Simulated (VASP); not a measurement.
# As (Pm-3m) in VASP: a series of runs

As is run at these levels: PBE; tasks: relaxation of cell and atoms.

Everything below comes from runs of VASP 6.6.1. Logs are shortened: lines on timing, memory, paths and dates and some standing lists are left out, and cuts for length are marked.

**1. The cell of the first run**

It takes space group Pm-3m (No. 221, cubic). Conventional cell: a = 2.729 Å, b = 2.729 Å, c = 2.729 Å, α = 90.00°, β = 90.00°, γ = 90.00°. Within 3.6 Å of As (site symmetry m-3m) lie 6 As at 2.73 Å.

**2. Relaxation of cell and atoms, PBE, non-collinear spin, zero start, spin-orbit coupling**

INCAR reads:

```
SYSTEM = As
  PREC = Accurate
  ENCUT = 600
  EDIFF = 1E-6
  ISMEAR = -1
  SIGMA = 0.05
  LREAL = .False.
  LASPH = .True.
  NELM = 150
  ALGO = Normal
  ISIF = 3
  LWAVE = .False.
  LCHARG = .False.
  MAGMOM = 0 0 0
  LORBIT = 11
  LSORBIT = .True.
  GGA_COMPAT = .False.
  LORBMOM = .True.
  GGA = PE
  IBRION = 2
  NSW = 45
  EDIFFG = -0.005
```

KPOINTS reads:

```
regular mesh
0
Gamma
  15 15 15
  0 0 0
```

POSCAR reads:

```
As
1.0
    2.7294040158      0.0000000000      0.0000000000
    0.0000000000      2.7294040158      0.0000000000
    0.0000000000      0.0000000000      2.7294040158
As
1
Direct
    0.0000000000      0.0000000000      0.0000000000
```

Potentials or basis: VASP PAW PBE potentials, release 64 (As).

On the command line:

```console
cat potpaw_PBE.64/As/POTCAR > POTCAR
mpirun -np 1 vasp_ncl > vasp.out
```

OUTCAR:

```text
SYSTEM = As
   PREC = Accurate
   ENCUT = 600
   EDIFF = 1E-6
   ISMEAR = -1
   LREAL = .False.
   LASPH = .True.
   NELM = 150
   ISIF = 3
   LORBIT = 11
   LSORBIT = .True.
   GGA = PE
   IBRION = 2
   NSW = 45
   EDIFFG = -0.005

 ion  position               nearest neighbor table
   1  0.000  0.000  0.000-

  LATTYP: Found a simple cubic cell.
 ALAT       =     2.7294040158

  Lattice vectors:

 A1 = (   2.7294040158,   0.0000000000,   0.0000000000)
 A2 = (   0.0000000000,   2.7294040158,   0.0000000000)
 A3 = (   0.0000000000,   0.0000000000,   2.7294040158)

Analysis of symmetry for initial positions (statically):
=====================================================================
 Subroutine PRICEL returns:
 Original cell was already a primitive cell.

 Routine SETGRP: Setting up the symmetry group for a
 simple cubic supercell.

 Subroutine GETGRP returns: Found 48 space group operations
 (whereof 48 operations were pure point group operations)
 out of a pool of 48 trial point group operations.

The static configuration has the point symmetry O_h .

Analysis of symmetry for dynamics (positions and initial velocities):
=====================================================================
 Subroutine PRICEL returns:
 Original cell was already a primitive cell.

 Routine SETGRP: Setting up the symmetry group for a
 simple cubic supercell.

 Subroutine GETGRP returns: Found 48 space group operations
 (whereof 48 operations were pure point group operations)
 out of a pool of 48 trial point group operations.

The dynamic configuration has the point symmetry O_h .

Analysis of structural, dynamic, and magnetic symmetry:
=====================================================================
 Subroutine PRICEL returns:
 Original cell was already a primitive cell.

 Routine SETGRP: Setting up the symmetry group for a
 simple cubic supercell.

 Subroutine GETGRP returns: Found 48 space group operations
 (whereof 48 operations were pure point group operations)
 out of a pool of 48 trial point group operations.

The overall configuration has the point symmetry O_h .

 Subroutine INISYM returns: Found 48 space group operations
 (whereof 48 operations are pure point group operations),
 and found     1 'primitive' translations

----------------------------------------------------------------------------------------

                                     Primitive cell

  volume of cell :      20.3331

  direct lattice vectors                    reciprocal lattice vectors
     2.729404016  0.000000000  0.000000000     0.366380351  0.000000000  0.000000000
[... 218 lines left out ...]
 E-fermi :   5.6206     XC(G=0): -10.3015

 val. band max:        5.5974652398   @ k =   0.2000   0.2000   0.2000
 cond. band min:       5.6249644124   @ k =   0.4000   0.2667   0.2000
 fundamental gap:      0.0274991726
 Fermi energy:         5.6205698469

 k-point     1 :       0.0000    0.0000    0.0000
  band No.  band energies     occupation
      1      -9.1179      1.00000
      2      -9.1179      1.00000
      3       9.3307      0.00000
      4       9.3307      0.00000
      5       9.7754      0.00000
      6       9.7754      0.00000
      7       9.7754      0.00000
      8       9.7754      0.00000
      9      14.0614      0.00000
     10      14.0614      0.00000
     11      14.0614      0.00000
     12      14.0614      0.00000
[... 331 lines left out ...]
 k-point    24 :       0.3333    0.2000    0.0000
  band No.  band energies     occupation
      1      -6.5664      1.00000
      2      -6.5664      1.00000
      3       1.8047      1.00000
      4       1.8047      1.00000
      5       6.3619      0.00000
      6       6.3619      0.00000
      7      11.6905      0.00000
      8      11.6905      0.00000
      9      15.3579      0.00000
     10      15.3579      0.00000
     11      17.4632      0.00000
     12      17.4632      0.00000

 [... further k-points ...]

------------------------ aborting loop because EDIFF is reached ----------------------------------------

  FORCE on cell =-STRESS in cart. coord.  units (eV):
  Direction    XX          YY          ZZ          XY          YZ          ZX
  --------------------------------------------------------------------------------------
  -------------------------------------------------------------------------------------
  Total        0.0001315      0.0001315      0.0001315      0.0000000      0.0000000     -0.0000000
  in kB        0.0103398      0.0103398      0.0103398      0.0000000      0.0000000     -0.0000000
  external PRESSURE =       0.0103398 kB  Pullay stress =       0.0000000 kB
[... 16 lines left out ...]
  FREE ENERGIE OF THE ION-ELECTRON SYSTEM (eV)
  ---------------------------------------------------
  free  energy   TOTEN  =        -4.5707249605 eV

  energy  without entropy=       -4.5664854282  energy(sigma->0) =       -4.56860519

 reached required accuracy - stopping structural energy minimisation

 orbital moment (x)

 # of ion     p       d       tot
 ----------------------------------------
  1         0.000   0.000   0.000
 ----------------------------------------
            0.000   0.000   0.000

 orbital moment (y)

 # of ion     p       d       tot
 ----------------------------------------
  1         0.000   0.000   0.000
 ----------------------------------------
            0.000   0.000   0.000

 orbital moment (z)

 # of ion     p       d       tot
 ----------------------------------------
  1         0.000   0.000   0.000
 ----------------------------------------
            0.000   0.000   0.000

 Spin-Orbit-Coupling matrix elements

 Ion:    1  E_soc:     -0.0270618
 l=   1
     0.0000000    -0.0045095    -0.0045095
    -0.0045095     0.0000000    -0.0045095
    -0.0045095    -0.0045095     0.0000000
 l=   2
     0.0000000    -0.0000012     0.0000000    -0.0000012     0.0000004
    -0.0000012     0.0000000     0.0000003    -0.0000012     0.0000001
     0.0000000     0.0000003     0.0000000     0.0000003     0.0000000
    -0.0000012    -0.0000012     0.0000003     0.0000000     0.0000001
     0.0000004     0.0000001     0.0000000     0.0000001     0.0000000
 l=   3
     0.0000000     0.0000000     0.0000000     0.0000000     0.0000000     0.0000000     0.0000000
     0.0000000     0.0000000     0.0000000     0.0000000     0.0000000     0.0000000     0.0000000
     0.0000000     0.0000000     0.0000000     0.0000000     0.0000000     0.0000000     0.0000000
     0.0000000     0.0000000     0.0000000     0.0000000     0.0000000     0.0000000     0.0000000
     0.0000000     0.0000000     0.0000000     0.0000000     0.0000000     0.0000000     0.0000000
     0.0000000     0.0000000     0.0000000     0.0000000     0.0000000     0.0000000     0.0000000
     0.0000000     0.0000000     0.0000000     0.0000000     0.0000000     0.0000000     0.0000000

 total charge

# of ion       s       p       d       tot
------------------------------------------
    1        1.300   1.310   0.051   2.661

 magnetization (x)

# of ion       s       p       d       tot
------------------------------------------
    1        0.000   0.000   0.000   0.000

 magnetization (y)

# of ion       s       p       d       tot
------------------------------------------
    1        0.000  -0.000   0.000   0.000

 magnetization (z)

# of ion       s       p       d       tot
------------------------------------------
    1        0.000   0.000   0.000   0.000
```

CONTCAR:

```text
As
   1.00000000000000
     2.7312201750131644   -0.0000000000000000   -0.0000000000000000
    -0.0000000000000000    2.7312201750131644   -0.0000000000000000
     0.0000000000000000   -0.0000000000000000    2.7312201750131644
  As
     1
Direct
     0.0000000000000000    0.0000000000000000    0.0000000000000000

  0.00000000E+00  0.00000000E+00  0.00000000E+00
```

Wall time 2.2 min (1 thread of Oxide Virtual Turin-like, shared host); peak memory 0.19 GiB.

What came out:

```
Free energy                                           : -4.5707 eV
Relaxed volume                                        : 20.37 Å³/atom
Relaxed cell                                          : a = 2.731 Å, b = 2.731 Å, c = 2.731 Å, α = 90.00°, β = 90.00°, γ = 90.00°
Space group after relaxing (to 0.05 Å)                : Pm-3m (No. 221)
Energy gained by relaxing                             : 0.0 meV/atom
Ionic steps                                           : 3
Pressure after relaxing                               : 0.0 GPa
Net moment                                            : 0.00 μB per cell
Valence electrons inside the program's atomic spheres : As 2.66
```

Final structure:
```
As
1.0
     2.73122    0.00000    0.00000
     0.00000    2.73122    0.00000
     0.00000    0.00000    2.73122
As
1
Direct
  0.00000 0.00000 0.00000
```

Moments on the atoms (μB; x, y, z):
```
As  0.00 0.00 0.00
```

**3. Relaxation of cell and atoms, PBE, non-collinear spin, zero start, spin-orbit coupling**

This run uses another cell than the first one, of 20.52 Å³/atom, 1.009 times its volume.

INCAR reads:

```
SYSTEM = As
PREC = Accurate ; ENCUT = 600
EDIFF = 1E-6 ; ISMEAR = -1
SIGMA = 0.05 ; LREAL = .False.
LASPH = .True. ; NELM = 150
ALGO = Normal ; ISIF = 3
LWAVE = .False. ; LCHARG = .False.
MAGMOM = 0 0 0 ; LORBIT = 11
LSORBIT = .True. ; GGA_COMPAT = .False.
LORBMOM = .True. ; GGA = PE
IBRION = 2 ; NSW = 60
EDIFFG = -0.005
```

KPOINTS is that of step 2.

POSCAR reads:

```
As
1.0
    2.7377415812      0.0000000000      0.0000000000
    0.0000000000      2.7377415812      0.0000000000
    0.0000000000      0.0000000000      2.7377415812
As
1
Direct
    0.0000000000      0.0000000000      0.0000000000
```

Potentials or basis: VASP PAW PBE potentials, release 64 (As).

On the command line:

```console
cat potpaw_PBE.64/As/POTCAR > POTCAR
mpirun -np 1 vasp_ncl > vasp.out
```

It took 98 s on 1 thread of Oxide Virtual Turin-like, shared host; peak memory 0.19 GiB.

The run converged. Its results:

| Quantity | Value |
| --- | --- |
| Free energy | -4.5707 eV |
| Relaxed volume | 20.37 Å³/atom |
| Relaxed cell | a = 2.731 Å, b = 2.731 Å, c = 2.731 Å, α = 90.00°, β = 90.00°, γ = 90.00° |
| Space group after relaxing (to 0.05 Å) | Pm-3m (No. 221) |
| Energy gained by relaxing | 0.3 meV/atom |
| Ionic steps | 3 |
| Pressure after relaxing | 0.0 GPa |
| Net moment | 0.00 μB per cell |
| Valence electrons inside the program's atomic spheres | As 2.66 |

Step by step:
| step | energy change (eV) | largest force (eV/Å) | pressure (GPa) | volume (Å³) |
| --- | --- | --- | --- | --- |
| 1 | 0.0000 | 0.0000 | -0.55 | 20.52 |
| 2 | -0.0002 | 0.0000 | 0.25 | 20.31 |
| 3 | -0.0003 | 0.0000 | 0.01 | 20.37 |

Final structure:
```cif
data_structure
_symmetry_space_group_name_H-M 'P 1'
_symmetry_Int_Tables_number 1
_cell_length_a 2.7311
_cell_length_b 2.7311
_cell_length_c 2.7311
_cell_angle_alpha 90.000
_cell_angle_beta 90.000
_cell_angle_gamma 90.000
_cell_volume 20.37
loop_
_atom_site_label
_atom_site_type_symbol
_atom_site_fract_x
_atom_site_fract_y
_atom_site_fract_z
_atom_site_occupancy
As1 As 0.00000 0.00000 0.00000 1
```

Moments on the atoms (μB; x, y, z):
```
As  0.00 0.00 0.00
```
